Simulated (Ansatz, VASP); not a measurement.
CdTe in VASP and in Ansatz

```xyz
2
Lattice="0.0000 3.0666 3.0666 3.0666 0.0000 3.0666 3.0666 3.0666 0.0000" Properties=species:S:1:pos:R:3 pbc="T T T"
Cd    0.0000    0.0000    0.0000
Te    3.0666    3.0666    3.0666
```

Change from the starting cell: volume scaled by 1, crystal datasets.

Alike in both runs: task electric field gradients; functional r2SCAN; k mesh 10 × 10 × 10; occupations fermi-dirac, width 0.05 eV; no spin polarisation.

```csv
,VASP,Ansatz
version,VASP 6.6.1,Ansatz 0.2.0
potentials or method,"VASP PAW PBE potentials, release 64 (Cd, Te), cutoff 440 eV","all-electron PAW with datasets made for the crystal, scalar-relativistic"
```

VASP gave:

| Quantity | Value |
| --- | --- |
| pressure (GPa) | -1.3 |

Q: What did Ansatz give for the same quantities?

A: Pressure (GPa): -1.2.

VASP's potentials were made for PBE, not for r2SCAN. Ansatz ran all-electron here, and VASP with PAW potentials.

Spin-orbit coupling is off throughout.
